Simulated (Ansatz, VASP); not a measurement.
# Al2O3: VASP beside Ansatz

INCAR

```
  ALGO = Normal
  EDIFF = 1E-6
  ENCUT = 520
  GGA = CA
  ISIF = 2
  ISMEAR = 0
  LASPH = True
  LCHARG = False
  LREAL = False
  LWAVE = False
  NBANDS = 35
  NELM = 100
  PREC = Accurate
  SIGMA = 0.05
```

KPOINTS

```
k-points
0
Gamma
  6 4 8
```

File POSCAR:

```
Al2O3
1.0
    4.4088822837      0.0000000000      0.0000000000
    0.0000000000      9.9560459829      0.0000000000
    0.0000000000      0.0000000000      2.9745879034
Al O
4 6
Direct
    0.4138788494      0.3309999366      0.5000000000
    0.5861211506      0.6690000634      0.5000000000
    0.9138788494      0.1690000634      0.0000000000
    0.0861211506      0.8309999366      0.0000000000
    0.7315554251      0.2226862107      0.5000000000
    0.0000000000      0.0000000000      0.0000000000
    0.7684445749      0.7226862107      0.0000000000
    0.2315554251      0.2773137893      0.0000000000
    0.2684445749      0.7773137893      0.5000000000
    0.5000000000      0.5000000000      0.5000000000
```

Input for Ansatz:

```yaml
crystal:
  lattice:
    - [4.4088822837, 0.0, 0.0]
    - [0.0, 9.9560459829, 0.0]
    - [0.0, 0.0, 2.9745879034]
  atoms:
    - { symbol: Al, position: [0.4138788494, 0.3309999366, 0.5] }
    - { symbol: Al, position: [0.5861211506, 0.6690000634, 0.5] }
    - { symbol: Al, position: [0.9138788494, 0.1690000634, 0.0] }
    - { symbol: Al, position: [0.0861211506, 0.8309999366, 0.0] }
    - { symbol: O, position: [0.7315554251, 0.2226862107, 0.5] }
    - { symbol: O, position: [0.0, 0.0, 0.0] }
    - { symbol: O, position: [0.7684445749, 0.7226862107, 0.0] }
    - { symbol: O, position: [0.2315554251, 0.2773137893, 0.0] }
    - { symbol: O, position: [0.2684445749, 0.7773137893, 0.5] }
    - { symbol: O, position: [0.5, 0.5, 0.5] }
basis:
  ecutwfc: 420
kpoints:
  mp_grid: { grid: [6, 4, 8] }
hamiltonian:
  xc: lda
scf:
  occupations: { method: gaussian, width: 0.05 }
output:
  forces: true
  stress: true
  eigenvalues: true
```

Change from the starting cell: strain -0.0400 x Voigt [1, -1, 0, 0, 0, 0], atoms carried along.

Alike in both runs: task single point; functional LDA; k mesh 6 × 4 × 8; occupations gaussian, width 0.05 eV; no spin polarisation.

|  | VASP | Ansatz |
| --- | --- | --- |
| version | VASP 6.6.1 | Ansatz 0.2.0 |
| potentials or method | VASP PAW LDA potentials, release 64 (Al, O), cutoff 520 eV | scalar-relativistic, plane waves, PAW |
| valence electrons in the cell | 48 | 48 |

```csv
,VASP,Ansatz,Ansatz less VASP
gap on the k mesh at the Fermi level (eV),3.05,3.05,+0.003
least direct gap on the mesh (eV),3.05,3.05,+0.003
pressure (GPa),-1.2,-2.0,-0.78
"traceless stress, the component that is largest in VASP (GPa)",-10.72,-11.02,-0.294
rms of the force components (eV/Å),0.625,0.633,+0.0082
```

LDA's correlation is that of Perdew and Zunger in VASP and of Perdew and Wang (1992) in Ansatz. Atom by atom the forces differ by 0.010 eV/Å (rms over components).
